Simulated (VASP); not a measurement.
GaN: single point with PBEsol

Crystal: GaN.

```
Ga N
1.0
     0.00000    2.37134    2.33753
     2.33753    0.00000    2.33753
     2.33753    2.37134    0.00000
Ga N
1 1
Direct
  0.00000 0.00000 0.00000
  0.75000 0.75000 0.75000
```

This cell differs from its parent crystal: strained.

```yaml
Program: VASP 6.6.1
Task: single point
Functional: PBEsol
Potentials_or_basis: VASP PAW PBE potentials, release 64 (Ga_d, N)
Cutoff: 520 eV
k_mesh: 10 × 10 × 10
Occupations: gaussian, width 0.02 eV
Spin: no spin polarisation
```

```json
{
 "Pressure": "-18.4 GPa",
 "Band gap on the k mesh": "0.87 eV, direct"
}
```

Stress tensor (GPa, compression positive):
```
-17.81   0.00   0.00
  0.00 -19.69   0.00
  0.00   0.00 -17.81
```

Levels at points of the mesh, in eV from the valence-band top:
```
           k point  band 7  band 8  band 9  band 10  band 11  band 12
(0.00, 0.00, 0.00)   -0.06    0.00    0.00     0.87     9.41     9.41
(0.50, 0.00, 0.00)   -6.38   -0.91   -0.81     3.71     7.98     9.51
(0.50, 0.50, 0.00)   -5.67   -2.38   -2.38     3.14     5.73    10.79
(0.50, 0.00, 0.50)   -5.81   -2.28   -2.28     3.22     5.93    10.63
```

Run time: 46 s on 1 thread of Intel(R) Xeon(R) Platinum 8259CL CPU @ 2.50GHz (Skylake/Cascade Lake), with other jobs on the host, peak memory 0.18 GiB.

Caveat: the cell differs from its parent crystal (strained); the PAW data sets were made with another functional, which shifts forces and pressure a little.
